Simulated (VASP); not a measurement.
Al: single point with PBE+D3(BJ)

The system is Al.

```
Al
1.0
     2.79782    0.00000    0.00000
    -1.39891    2.42298    0.00000
     0.00000    0.00000    9.95297
Al
4
Direct
  0.00000 0.00000 0.00000
  0.33333 0.66667 0.25000
  0.00000 0.00000 0.50000
  0.66667 0.33333 0.75000
```

This isn't the form of Al at room conditions, which is fcc.

```yaml
Program: VASP 6.6.1
Task: single point
Functional: PBE
Dispersion: D3(BJ)
Potentials_or_basis: VASP PAW PBE potentials, release 64 (Al)
Cutoff: 520 eV
k_mesh: 18 × 18 × 6
Occupations: gaussian, width 0.15 eV
Spin: no spin polarisation
```

* Pressure: -3.9 GPa
* Band gap on the k mesh: zero (bands 6 and 7 overlap by 4.25 eV)
* Dispersion energy per atom: -0.329 eV

Stress tensor (GPa, compression positive):
```
-2.33  0.00  0.00
 0.00 -2.33  0.00
 0.00  0.00 -7.09
```

Levels at points of the mesh, in eV from the Fermi level:
| k point | band 4 | band 5 | band 6 | band 7 | band 8 | band 9 |
| --- | --- | --- | --- | --- | --- | --- |
| (0.00, 0.00, 0.00) | -5.34 | -4.87 | 1.93 | 1.94 | 10.66 | 11.44 |
| (0.50, 0.00, 0.00) | -3.67 | -3.05 | -3.03 | 0.59 | 0.87 | 0.98 |
| (0.00, 0.00, 0.50) | -7.65 | -1.89 | -1.89 | 6.31 | 6.31 | 12.14 |
| (0.50, 0.00, 0.50) | -4.42 | -1.84 | -1.84 | -1.22 | -1.22 | 3.78 |

It took 42 s on 1 thread of Intel(R) Xeon(R) 6975P-C (Granite Rapids) (shared host), peak memory 0.26 GiB.

Caveat: the cell stands under tension.
